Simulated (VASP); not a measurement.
Crystal: BaTiO3.

```
Ba Ti O
1.0
     2.82737    1.63238    2.31839
    -2.82737    1.63238    2.31839
     0.00000   -3.26476    2.31839
Ba Ti O
1 1 3
Direct
  0.00000 0.00000 0.00000
  0.48450 0.48450 0.48450
  0.50860 0.50860 0.01750
  0.01750 0.50860 0.50860
  0.50860 0.01750 0.50860
```

| Item | Value |
| --- | --- |
| Program | VASP 6.6.1 |
| Task | relaxation of cell and atoms |
| Functional | PBEsol |
| Dispersion | D3(BJ) |
| Potentials or basis | VASP PAW PBE potentials, release 64 (Ba_sv, Ti_sv, O) |
| Cutoff | 600 eV |
| k mesh | 4 × 4 × 4 |
| Occupations | gaussian, width 0.01 eV |
| Spin | no spin polarisation |

At the start: pressure -3.0 GPa; volume 12.84 Å³/atom.

Problem. How do energy, volume and symmetry change on relaxing?

Solution. Over 6 steps the energy falls by 3.6 meV/atom and the volume is 12.55 Å³/atom (-2.3 %); space group R3m (No. 160, to 0.05 Å).

Step by step:
```csv
step,energy change (eV),largest force (eV/Å),pressure (GPa),volume (Å³)
1,0.0000,0.1289,-2.97,64.20
2,-0.0050,0.3652,2.95,62.02
3,-0.0125,0.2396,0.27,62.95
4,-0.0176,0.1027,0.13,62.74
5,-0.0180,0.0550,0.12,62.65
6,-0.0182,0.0175,-0.08,62.73
```

Final structure:
```xyz
5
Lattice="2.8069 1.6205 2.2986 -2.8069 1.6205 2.2986 0.0000 -3.2411 2.2986" Properties=species:S:1:pos:R:3 pbc="T T T"
Ba    0.0000    0.0000    6.8854
Ti    0.0000    0.0000    3.3613
O     0.0000    1.6059    2.3750
O    -1.3907   -0.8029    2.3750
O     1.3907   -0.8029    2.3750
```

Caveat: the PAW data sets were made with another functional, which shifts forces and pressure a little.
